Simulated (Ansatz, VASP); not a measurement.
## Two plane-wave programs on SiAs4

Contents of INCAR:

```
SYSTEM = SiAs4
PREC     = Accurate       ! precision mode
ENCUT    = 600            ! plane-wave cutoff, eV
EDIFF    = 1E-7           ! SCF threshold, eV
ISMEAR   = 0              ! smearing method
SIGMA    = 0.1            ! smearing width, eV
LREAL    = .FALSE.        ! projectors in reciprocal space
LASPH    = .TRUE.         ! aspherical terms in the spheres
NELM     = 60             ! most SCF steps
ALGO     = Normal         ! electronic algorithm
ISIF     = 3              ! what is computed and relaxed
LWAVE    = .FALSE.        ! write WAVECAR
LCHARG   = .FALSE.        ! write CHGCAR
GGA      = PE             ! functional
IBRION   = 2              ! ionic algorithm
NSW      = 100            ! ionic steps
EDIFFG   = -0.01          ! ionic threshold
```

KPOINTS

```
Automatic mesh
0
G
  8 8 8
  0 0 0
```

POSCAR

```
SiAs4
1.0
    4.7912541063      0.0000000000      0.0000000000
    0.0000000000      4.7912541063      0.0000000000
    0.0000000000      0.0000000000      4.7912541063
Si As
1 4
Direct
    0.0000000000      0.0000000000      0.0000000000
    0.2831855630      0.2831855630      0.2831855630
    0.7168144370      0.7168144370      0.2831855630
    0.2831855630      0.7168144370      0.7168144370
    0.7168144370      0.2831855630      0.7168144370
```

Input for Ansatz:

```yaml
crystal:
  lattice:
    - [4.7912541063, 0.0, 0.0]
    - [0.0, 4.7912541063, 0.0]
    - [0.0, 0.0, 4.7912541063]
  atoms:
    - { symbol: Si, position: [0.0, 0.0, 0.0] }
    - { symbol: As, position: [0.283185563, 0.283185563, 0.283185563] }
    - { symbol: As, position: [0.716814437, 0.716814437, 0.283185563] }
    - { symbol: As, position: [0.283185563, 0.716814437, 0.716814437] }
    - { symbol: As, position: [0.716814437, 0.283185563, 0.716814437] }
basis:
  ecutwfc: 420
kpoints:
  mp_grid: { grid: [8, 8, 8] }
hamiltonian:
  xc: pbe
scf:
  occupations: { method: gaussian, width: 0.1 }
output:
  forces: true
  stress: true
  eigenvalues: true
  write_density: true
  write_potential: true
  elf: true
  volumetric_format: npy
relax:
  adjacent_minimum: "off"
  f_tol: 0.01
  max_steps: 80
  cell: { stress_tol: 0.05 }
```

Change from the starting cell: species swapped into the SnI4 type (P-43m, No. 215).

Alike in both runs: task relaxation of cell and atoms; functional PBE; k mesh 8 × 8 × 8; occupations gaussian, width 0.1 eV; no spin polarisation.

```csv
,VASP,Ansatz
version,VASP 6.6.1,Ansatz 0.2.0
potentials or method,"VASP PAW PBE potentials, release 64 (Si, As), cutoff 600 eV","scalar-relativistic, plane waves, PAW"
valence electrons in the cell,24,64
```

|  | VASP | Ansatz | Ansatz less VASP |
| --- | --- | --- | --- |
| gap on the k mesh at the Fermi level, each at its own relaxed structure (eV) | none | none | - |
| relaxed volume (Å³/atom) | 21.72 | 21.70 | -0.026 |
| relaxed cell length with the largest relative difference (Å) | 4.771 | 4.769 | -0.0019 |

A gap of «none» marks a metal or a gap that the smearing closes. VASP's potentials hold 24 valence electrons a cell and Ansatz's 64, so a difference there can come from the potentials and not from the codes.
